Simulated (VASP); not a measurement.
YbCuOs3: single point with r2SCAN

Crystal: YbCuOs3.

```xyz
5
Lattice="0.0000 3.9730 0.0000 3.9730 0.0000 0.0000 1.9865 1.9865 -4.8799" Properties=species:S:1:pos:R:3 pbc="T T T"
Yb    1.9865    1.9865   -3.5477
Cu    3.9730    3.9730   -4.6642
Os    1.9865    3.9730   -1.1146
Os    3.9730    1.9865   -1.1146
Os    3.9730    3.9730   -2.4361
```

- Program: VASP 6.6.1
- Task: single point
- Functional: r2SCAN
- Potentials or basis: VASP PAW PBE potentials, release 64 (Yb, Cu, Os)
- Cutoff: 520 eV
- k mesh: 6 × 6 × 6
- Occupations: fermi-dirac, width 0.0408 eV
- Spin: no spin polarisation
- Dipole correction: no
- Further INCAR settings: ALGO = Normal; EDIFF = 1e-06; NBANDS = 38

The pressure is 32.0 GPa and the largest force is 0.871 eV/Å.

Forces on the atoms (eV/Å):
```
Yb   0.000  0.000 -0.409
Cu   0.000  0.000  0.871
Os   0.000  0.000 -0.607
Os   0.000  0.000 -0.607
Os   0.000  0.000  0.752
```

Stress tensor (GPa, compression positive):
```
29.82  0.00  0.00
 0.00 29.82  0.00
 0.00  0.00 36.45
```

Levels at points of the mesh, in eV from the Fermi level:
```
           k point  band 27  band 28  band 29  band 30  band 31  band 32
(0.00, 0.00, 0.00)    -0.41    -0.39    -0.39     0.12     0.41     1.01
(0.50, 0.00, 0.00)    -0.54    -0.51    -0.46    -0.18     0.03     0.66
(0.50, 0.50, 0.00)    -0.52    -0.40    -0.12     0.32     0.34     0.93
(0.00, 0.00, 0.50)    -0.44    -0.20     0.05     0.05     0.75     1.62
```

Run time: 8.5 min on 1 thread of Intel(R) Xeon(R) 6975P-C (Granite Rapids), with other jobs on the host, peak memory 0.26 GiB.

Caveat: the PAW data sets were made with another functional, which shifts forces and pressure a little; spin-orbit coupling is left out, which moves the levels of the heavy elements; without U or exact exchange the open f shell lies at the Fermi level, which spoils levels, moments and volumes. Spin polarisation is off, so any magnetic state and its effect on volume and gap are missing.
